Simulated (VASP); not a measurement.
Crystal: Pt4W3.

```
Pt W
1.0
     4.58272    0.00000    0.00000
     0.00000    4.58272    0.00000
     0.00000    0.00000    4.58272
Pt W
4 3
Direct
  0.50000 0.50000 0.50000
  0.50000 0.00000 0.00000
  0.00000 0.50000 0.00000
  0.00000 0.00000 0.50000
  0.50000 0.50000 0.00000
  0.00000 0.50000 0.50000
  0.50000 0.00000 0.50000
```

Base run:

- Program: VASP 6.6.1
- Functional: PBE
- Potentials or basis: VASP PAW PBE potentials, release 64 (Pt, W_sv)
- Cutoff: 520 eV
- k mesh: 4 × 4 × 4
- Occupations: fermi-dirac, width 0.1 eV
- Spin: no spin polarisation

Its results: band gap on the k mesh zero (band 41 reaches 15.35 eV, above the bottom of band 42 at 12.14 eV); pressure 160.0 GPa.

The run is repeated on the same cell with these changes: potentials or basis from VASP PAW PBE potentials, release 64 (Pt, W_sv) to VASP PAW PBE potentials, release 64 (Pt_sv_GW, W_sv); cutoff from 520 eV to 500 eV; further incar settings from ALGO = Normal; EDIFF = 1e-07; NBANDS = 50 to ALGO = Normal; EDIFF = 1e-06; NBANDS = 66; valence electrons from 82 to 114. What comes out?

Band gap on the k mesh zero (band 57 reaches 14.96 eV, above the bottom of band 58 at 11.78 eV); pressure 157.8 GPa.

Caveats: spin-orbit coupling is left out, which moves the levels of the heavy elements.
